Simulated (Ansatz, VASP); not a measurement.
**HfN: VASP beside Ansatz**

```
Hf N
1.0
     0.00000    2.25600    2.25600
     2.25600    0.00000    2.25600
     2.25600    2.25600    0.00000
Hf N
1 1
Cartesian
  0.0000 0.0000 0.0000
  2.2560 2.2560 2.2560
```

Alike in both runs: task relaxation of cell and atoms; functional r2SCAN; k mesh 12 × 12 × 12; occupations fermi-dirac, width 0.1 eV; no spin polarisation.

|  | VASP | Ansatz |
| --- | --- | --- |
| version | VASP 6.6.1 | Ansatz 0.2.0 |
| potentials or method | VASP PAW PBE potentials, release 64 (Hf_pv, N), cutoff 600 eV | PAW plane waves |
| valence electrons in the cell | 15 | 31 |

Ansatz gave:

* gap on the k mesh at the Fermi level, each at its own relaxed structure (eV): none
* relaxed volume (Å³/atom): 11.59
* relaxed length of the cell vector where the two differ most in proportion (Å): 3.200

**Question.** What did VASP give for the same quantities?

**Answer.** gap on the k mesh at the Fermi level, each at its own relaxed structure (eV): none; relaxed volume (Å³/atom): 11.48; relaxed length of the cell vector where the two differ most in proportion (Å): 3.190.

VASP's potentials were made for PBE, not for r2SCAN. A gap of «none» marks a metal or a gap that the smearing closes. VASP's potentials hold 15 valence electrons a cell and Ansatz's 31, so a difference there can come from the potentials and not from the codes.

Spin-orbit coupling is off throughout. Noted on VASP's run: the relaxation stopped at its first step, so nothing moved.
